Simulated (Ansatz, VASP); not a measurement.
# GaSb in VASP and in Ansatz

File INCAR:

```
SYSTEM = GaSb
ALGO     = Normal         ! electronic algorithm
EDIFF    = 1E-6           ! SCF threshold, eV
ENCUT    = 500            ! plane-wave cutoff, eV
GGA_COMPAT= .False.      
ISIF     = 2              ! what is computed and relaxed
ISMEAR   = -1             ! smearing method
LASPH    = .True.         ! aspherical terms in the spheres
LCHARG   = .False.        ! write CHGCAR
LREAL    = .False.        ! projectors in reciprocal space
LWAVE    = .False.        ! write WAVECAR
NBANDS   = 16             ! bands
NELM     = 120            ! most SCF steps
PREC     = Accurate       ! precision mode
SIGMA    = 0.0272         ! smearing width, eV
```

Contents of KPOINTS:

```
k-points
0
Gamma
  6 6 6
  0 0 0
```

Contents of POSCAR:

```
GaSb
1.0
    0.0000000000      3.0590000000      3.0590000000
    3.0590000000      0.0000000000      3.0590000000
    3.0590000000      3.0590000000      0.0000000000
Ga Sb
1 1
Direct
    0.0000000000      0.0000000000      0.0000000000
    0.7500000000      0.7500000000      0.7500000000
```

Input for Ansatz:

```yaml
crystal:
  lattice:
    - [0.0, 3.059, 3.059]
    - [3.059, 0.0, 3.059]
    - [3.059, 3.059, 0.0]
  atoms:
    - { symbol: Ga, position: [0.0, 0.0, 0.0] }
    - { symbol: Sb, position: [0.75, 0.75, 0.75] }
kpoints:
  mp_grid: { grid: [6, 6, 6] }
scf:
  occupations: { method: fermi_dirac, width: 0.0272 }
hamiltonian:
  xc: lda
  pseudopotentials: { kind: all_electron, lapw: { basis_error: 0.001 } }
output:
  forces: true
  stress: true
  eigenvalues: true
  eigenstates:
    nscf_kmesh: { grid: [12, 12, 12] }
    de_dk: true
    e_range: [-14, 14]
  optics:
    e_range: [0, 25]
    de: 0.2
    sigma: 0.15
    bands: { spectra_wanted_up_to: 25 }
    nscf_kmesh: { grid: [12, 12, 12] }
    drude_damping: 0.109
checkpoint:
  write: ck
  write_wavefunctions: false
```

Alike in both runs: task single point; functional LDA; k mesh 6 × 6 × 6; occupations fermi-dirac, width 0.0272 eV; no spin polarisation.

|  | VASP | Ansatz |
| --- | --- | --- |
| version | VASP 6.6.1 | Ansatz 0.2.0 |
| potentials or method | VASP PAW LDA potentials, release 64 (Ga_d, Sb), cutoff 500 eV | all-electron LAPW, scalar-relativistic |

Ansatz gave:

| Quantity | Value |
| --- | --- |
| pressure (GPa) | -1.6 |

Question: What did VASP give for the same quantities?

Answer: Pressure (GPa): -1.5.

LDA's correlation is that of Perdew and Zunger in VASP and of Perdew and Wang (1992) in Ansatz. Ansatz ran all-electron here, and VASP with PAW potentials. Ansatz's warnings: optics on partly filled bands.

Spin-orbit coupling is off throughout.
